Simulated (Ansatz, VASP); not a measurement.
InGa3P4 in VASP and in Ansatz

```xyz
8
Lattice="3.8523 0.0000 0.0000 0.0000 3.8585 5.4623 0.0000 -3.8585 5.4623" Properties=species:S:1:pos:R:3 pbc="T T T"
Ga    0.0000    0.0000   -0.0037
Ga    1.9262   -1.9308    2.7324
Ga    1.9262    1.9308    2.7324
In    0.0000    0.0000    5.4550
P     1.9262    0.0000    1.3663
P     0.0000   -2.0079    4.0405
P     0.0000    2.0079    4.0405
P     1.9262    0.0000    6.9479
```

Alike in both runs: task single point; functional r2SCAN; k mesh 6 × 4 × 4; no spin polarisation.

|  | VASP | Ansatz |
| --- | --- | --- |
| version | VASP 6.6.1 | Ansatz 0.2.0 |
| potentials or method | VASP PAW PBE potentials, release 64 (Ga_d, In_d, P) | plane waves, PAW |
| plane-wave cutoff (eV) | 520 | 500 |
| occupations | gaussian, width 0.01 eV | fixed |
| valence electrons in the cell | 72 | 72 |

VASP gave:

| Property | Result |
| --- | --- |
| gap on the k mesh at the Fermi level (eV) | 1.55 |
| pressure (GPa) | 5.7 |
| rms of the force components (eV/Å) | 0.038 |

Question: Estimate Ansatz's values.

Answer: gap on the k mesh at the Fermi level (eV): 1.55; pressure (GPa): 5.8; rms of the force components (eV/Å): 0.042.

VASP's potentials were made for PBE, not for r2SCAN. Atom by atom the forces differ by 0.005 eV/Å (rms over components).
